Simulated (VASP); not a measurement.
Write the native input for VASP 6.6.1 that does the following.

```
Task                   : single point
Functional             : PBE
Potentials or basis    : VASP PAW PBE potentials, release 64 (Ge_d, Pt)
Cutoff                 : 520 eV
k mesh                 : 6 × 6 × 6
Occupations            : gaussian, width 0.1 eV
Spin                   : no spin polarisation
Dipole correction      : no
Further INCAR settings : ALGO = Normal; EDIFF = 1e-06; NBANDS = 19
```

The structure of GePt lies in POSCAR:

```
GePt
1.0
    3.1941089516      0.0000000000      0.0000000000
    0.0000000000      3.1941089516      0.0000000000
    0.0000000000      0.0000000000      3.1941089516
Ge Pt
1 1
Direct
    0.0000000000      0.0000000000      0.0000000000
    0.5000000000      0.5000000000      0.5000000000
```

The input as run:

INCAR

```
SYSTEM = GePt
ALGO = Normal
EDIFF = 1E-6
ENCUT = 520
GGA = PE
ISIF = 2
ISMEAR = 0
LASPH = .True.
LCHARG = .False.
LREAL = .False.
LWAVE = .False.
NBANDS = 19
NELM = 100
PREC = Accurate
SIGMA = 0.1
```

KPOINTS

```
k-points
0
Gamma
  6 6 6
  0 0 0
```

Potentials or basis: VASP PAW PBE potentials, release 64 (Ge_d, Pt).

Run with:

```sh
$ cat potpaw_PBE.64/Ge_d/POTCAR potpaw_PBE.64/Pt/POTCAR > POTCAR
$ mpirun -np 1 vasp_std > vasp.out
```

Results of the run:

* Pressure: 0.0 GPa
* Band gap on the k mesh: zero (band 12 reaches 11.92 eV, above the bottom of band 13 at 8.27 eV)

Caveat: spin-orbit coupling is left out, which moves the levels of the heavy elements.

It took 5.8 s on 1 thread of AMD EPYC 9R45 96-Core Processor (Zen 5), with other jobs on the host, peak memory 0.11 GiB.
